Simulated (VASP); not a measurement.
# W3C2 (P4/mmm) in VASP: further runs, part 2 of 2

VASP 6.6.1. Earlier steps stand in the parts before.

### Step 3. Single point, PBE

This run uses another cell than the first one: it holds 5 atoms, not 10.

INCAR

```
SYSTEM = W3C2
  PREC = Accurate
  ENCUT = 520
  EDIFF = 1E-7
  ISMEAR = 0
  SIGMA = 0.1
  LREAL = .FALSE.
  LASPH = .TRUE.
  NELM = 100
  ALGO = Normal
  ISIF = 2
  LWAVE = .FALSE.
  LCHARG = .FALSE.
  GGA = PE
  NBANDS = 33
```

KPOINTS

```
Automatic mesh
0
G
  10 10 8
  0 0 0
```

POSCAR

```
W3C2
1.0
    3.9577139539      0.0000000000      0.0000000000
    0.0000000000      3.9577139539      0.0000000000
    0.0000000000      0.0000000000      4.9786198932
W C
3 2
Direct
    0.5000000000      0.5000000000      0.2416319784
    0.5000000000      0.5000000000      0.7583680216
    0.0000000000      0.0000000000      0.5000000000
    0.0000000000      0.5000000000      0.5000000000
    0.5000000000      0.0000000000      0.5000000000
```

Potentials or basis: VASP PAW PBE potentials, release 64 (W_sv, C).

The run is started by

```console
> cat potpaw_PBE.64/W_sv/POTCAR potpaw_PBE.64/C/POTCAR > POTCAR
> mpirun -np 1 vasp_std > vasp.out
```

OUTCAR:

```text
SYSTEM = W3C2
   PREC = Accurate
   ENCUT = 520
   EDIFF = 1E-7
   ISMEAR = 0
   LREAL = .FALSE.
   LASPH = .TRUE.
   NELM = 100
   ISIF = 2
   GGA = PE

 ion  position               nearest neighbor table
   1  0.500  0.500  0.242-   4 2.36   5 2.36   5 2.36   4 2.36   2 2.41   2 2.57   3 3.08   3 3.08
                             3 3.08   3 3.08
   2  0.500  0.500  0.758-   4 2.36   5 2.36   5 2.36   4 2.36   1 2.41   1 2.57   3 3.08   3 3.08
                             3 3.08   3 3.08
   3  0.000  0.000  0.500-   4 1.98   5 1.98   4 1.98   5 1.98   1 3.08   2 3.08   1 3.08   1 3.08
                             2 3.08   2 3.08   1 3.08   2 3.08
   4  0.000  0.500  0.500-   3 1.98   3 1.98   1 2.36   2 2.36   1 2.36   2 2.36
   5  0.500  0.000  0.500-   3 1.98   3 1.98   1 2.36   1 2.36   2 2.36   2 2.36

  LATTYP: Found a simple tetragonal cell.
 ALAT       =     3.9577139539
 C/A-ratio  =     1.2579534426

  Lattice vectors:

 A1 = (   3.9577139539,   0.0000000000,   0.0000000000)
 A2 = (   0.0000000000,   3.9577139539,   0.0000000000)
 A3 = (   0.0000000000,   0.0000000000,   4.9786198932)

Analysis of symmetry for initial positions (statically):
=====================================================================
 Subroutine PRICEL returns:
 Original cell was already a primitive cell.

 Routine SETGRP: Setting up the symmetry group for a
 simple tetragonal supercell.

 Subroutine GETGRP returns: Found 16 space group operations
 (whereof 16 operations were pure point group operations)
 out of a pool of 16 trial point group operations.

The static configuration has the point symmetry D_4h.

Analysis of symmetry for dynamics (positions and initial velocities):
=====================================================================
 Subroutine PRICEL returns:
 Original cell was already a primitive cell.

 Routine SETGRP: Setting up the symmetry group for a
 simple tetragonal supercell.

 Subroutine GETGRP returns: Found 16 space group operations
[... 125 lines left out ...]
   EFERMI_NEDOS =   21; number of points for ismear=-14 and -15
   IALGO  =     38    algorithm
   IMIX   =      4    mixing-type and parameters
     AMIX     =   0.40;   BMIX     =  1.00
     AMIX_MAG =   1.60;   BMIX_MAG =  1.00
  volume/ion in A,a.u.               =      15.60       105.25
  Fermi-wavevector in a.u.,A,eV,Ry     =   1.411667  2.667664 27.113738  1.992804
  Thomas-Fermi vector in A             =   2.533495
   LORBIT       =      0    0 simple, 1 ext, 2 COOP (PROOUT), +10 PAW based schemes
   GGA     = PE    functional components
   LHFCALC =     F    Hartree Fock is set to
   AEXX    =    0.0000 exact exchange contribution
   IVDW    =     0    specifies the selected vdW correction
   LEPSILON=     F    determine dielectric tensor
   LRPA    =     F    only Hartree local field effects (RPA)
 non-spin polarized calculation
 Gauss-broadening in eV      SIGMA  =   0.10
  energy-cutoff  :      520.00
  volume of cell :       77.98
 maximum number of plane-waves:      2146
 NGX is ok and might be reduce to    30

 number of electron      49.9999997 magnetization

 Free energy of the ion-electron system (eV)
  ---------------------------------------------------
  ext. energy  EPLUGINS =         0.00000000
  ---------------------------------------------------
  free energy    TOTEN  =       -50.36988526 eV

  energy without entropy =      -50.35836944  energy(sigma->0) =      -50.36412735

 E-fermi :   7.3700     XC(G=0): -11.6641

 val. band max:        7.3646212423   @ k =   0.1000   0.1000   0.3750
 cond. band min:       7.3753769727   @ k =   0.0000   0.0000   0.5000
 fundamental gap:      0.0107557304
 Fermi energy:         7.3700180046

 k-point     1 :       0.0000    0.0000    0.0000
  band No.  band energies     occupation
      1     -67.0388      2.00000
      2     -66.8457      2.00000
      3     -66.5550      2.00000
      4     -32.0604      2.00000
      5     -31.4274      2.00000
      6     -31.4274      2.00000
[... 853 lines left out ...]
     32      10.8720      0.00000
     33      11.6151      0.00000

 [... further k-points ...]
[... 5 lines left out ...]
  --------------------------------------------------------------------------------------
  -------------------------------------------------------------------------------------
  Total        0.2883134      0.2883134      0.5021605      0.0000000      0.0000000      0.0000000
  in kB        5.9234887      5.9234887     10.3170463      0.0000000      0.0000000      0.0000000
  external PRESSURE =       7.3880079 kB  Pullay stress =       0.0000000 kB

 VOLUME and BASIS-vectors are now :
 -----------------------------------------------------------------------------
  energy-cutoff  :      520.00
  volume of cell :       77.98
      direct lattice vectors                 reciprocal lattice vectors
     3.957713954  0.000000000  0.000000000     0.252671116  0.000000000  0.000000000
     0.000000000  3.957713954  0.000000000     0.000000000  0.252671116  0.000000000
     0.000000000  0.000000000  4.978619893     0.000000000  0.000000000  0.200858877

 POSITION                                       TOTAL-FORCE (eV/Angst)
 -----------------------------------------------------------------------------------
      1.97886      1.97886      1.20299        -0.000000      0.000000      0.031161
      1.97886      1.97886      3.77563         0.000000     -0.000000     -0.031161
      0.00000      0.00000      2.48931         0.000000      0.000000      0.000000
      0.00000      1.97886      2.48931         0.000000      0.000000      0.000000
      1.97886      0.00000      2.48931         0.000000      0.000000      0.000000
 -----------------------------------------------------------------------------------
    total drift:                                0.000000      0.000000      0.000000

  FREE ENERGIE OF THE ION-ELECTRON SYSTEM (eV)
  ---------------------------------------------------
  free  energy   TOTEN  =       -50.3698852561 eV

  energy  without entropy=      -50.3583694352  energy(sigma->0) =      -50.36412735
```

stdout:

```text
POSCAR found type information on POSCAR W C
 POSCAR found :  2 types and       5 ions
 scaLAPACK will be used
 LDA part: xc-table for (Slater+PW92), standard interpolation
 POSCAR, INCAR and KPOINTS ok, starting setup
 FFT: planning ... GRIDC
 FFT: planning ... GRID_SOFT
 FFT: planning ... GRID
 WAVECAR not read
 entering main loop
```

Run time: 4.2 min. Hardware: 1 thread of Intel Xeon 6975P-C, shared host; peak memory 0.33 GiB.

What came out:

```yaml
Free_energy: -50.3699 eV
Pressure: 0.7 GPa
Largest_force: 0.031 eV/Å
Band_gap_on_the_k_mesh: zero (band 25 reaches 7.67 eV, above the bottom of band 26 at 7.04 eV)
```

Forces on the atoms (eV/Å):
```
W    0.000  0.000  0.031
W    0.000  0.000 -0.031
W    0.000  0.000  0.000
C    0.000  0.000  0.000
C    0.000  0.000  0.000
```

Stress tensor (GPa, compression positive):
```
0.59 0.00 0.00
0.00 0.59 0.00
0.00 0.00 1.03
```

Caveat: spin-orbit coupling is left out, which moves the levels of the heavy elements.
